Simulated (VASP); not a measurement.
Input of a VASP 6.6.1 run:

Contents of INCAR:

```
SYSTEM = MoS2
PREC = Accurate ; ENCUT = 500
EDIFF = 1E-6 ; ISMEAR = -1
SIGMA = 0.05 ; LREAL = .False.
LASPH = .True. ; NELM = 120
ALGO = Normal ; ISIF = 2
LWAVE = .False. ; LCHARG = .False.
GGA = PE ; IVDW = 12
NBANDS = 20 ; GGA_COMPAT = .False.
```

The input KPOINTS:

```
Automatic mesh
0
Gamma
  9 9 4
  0 0 0
```

POSCAR

```
MoS2
1.0
    3.1772444704      0.0000000000      0.0000000000
   -1.5886222352      2.7515744254      0.0000000000
    0.0000000000      0.0000000000      5.8803855816
Mo S
1 2
Direct
    0.0000000000      0.0000000000      0.5000000000
    0.6666666667      0.3333333333      0.7678545054
    0.3333333333      0.6666666667      0.2321454946
```

Potentials or basis: VASP PAW PBE potentials, release 64 (Mo_sv, S).

Launch:

```console
$ cat potpaw_PBE.64/Mo_sv/POTCAR potpaw_PBE.64/S/POTCAR > POTCAR
$ mpirun -np 1 vasp_std > vasp.out
```

(1) Estimate the pressure.

(2) What does it give for the dispersion energy per atom?

(3) Estimate the largest force.

(4) Estimate the band gap on the k mesh.

## Answers

(1) -0.7 GPa.

(2) -0.444 eV.

(3) 0.011 eV/Å.

(4) zero (band 13 reaches 9.07 eV, above the bottom of band 14 at 7.89 eV).

Caveat: three body term missing; pairwise dispersion overbinds metals, which lowers pressure and volume.
